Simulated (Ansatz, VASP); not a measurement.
Two plane-wave programs on Mo

```
CELL_PARAMETERS angstrom
-1.61649 1.61649 1.61649
1.61649 -1.61649 1.61649
1.61649 1.61649 -1.61649
ATOMIC_POSITIONS crystal
Mo 0.00000 0.00000 0.00000
```

Alike in both runs: task single point; functional LDA; k mesh 23 × 23 × 23; occupations fermi-dirac, width 0.1 eV; no spin polarisation.

|  | VASP | Ansatz |
| --- | --- | --- |
| version | VASP 6.6.1 | Ansatz 0.2.0 |
| potentials or method | VASP PAW LDA potentials, release 64 (Mo_sv), cutoff 520 eV | plane waves (420 eV) with PAW, scalar-relativistic |
| valence electrons in the cell | 14 | 14 |

|  | VASP | Ansatz | Ansatz less VASP |
| --- | --- | --- | --- |
| pressure (GPa) | -25.5 | -26.3 | -0.84 |

Ansatz warns that its potentials were made for another functional, while VASP's fit it. LDA's correlation is that of Perdew and Zunger in VASP and of Perdew and Wang (1992) in Ansatz.
